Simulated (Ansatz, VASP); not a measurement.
## Ti2Cl: VASP beside Ansatz

```xyz
3
Lattice="4.6566 0.0000 0.0000 -2.3283 4.0328 0.0000 0.0000 0.0000 2.8733" Properties=species:S:1:pos:R:3 pbc="T T T"
Ti    0.0000    2.6885    0.0000
Ti    2.3283    1.3443    0.0000
Cl    0.0000    0.0000    0.0000
```

Alike in both runs: task relaxation of cell and atoms; functional PBE; k mesh 6 × 6 × 6; occupations gaussian, width 0.1 eV; no spin polarisation.

|  | VASP | Ansatz |
| --- | --- | --- |
| version | VASP 6.6.1 | Ansatz 0.2.0 |
| potentials or method | VASP PAW PBE potentials, release 64 (Ti_sv, Cl), cutoff 600 eV | scalar-relativistic, plane waves, PAW |
| valence electrons in the cell | 31 | 31 |

```csv
,VASP,Ansatz,Ansatz less VASP
"gap on the k mesh at the Fermi level, each at its own relaxed structure (eV)",none,none,-
relaxed volume (Å³/atom),17.80,17.80,+0.003
relaxed cell length with the largest relative difference (Å),2.863,2.864,+0.0011
```

A gap of «none» marks a metal or a gap that the smearing closes.

The k mesh is coarse, so the values compare programs but aren't converged.
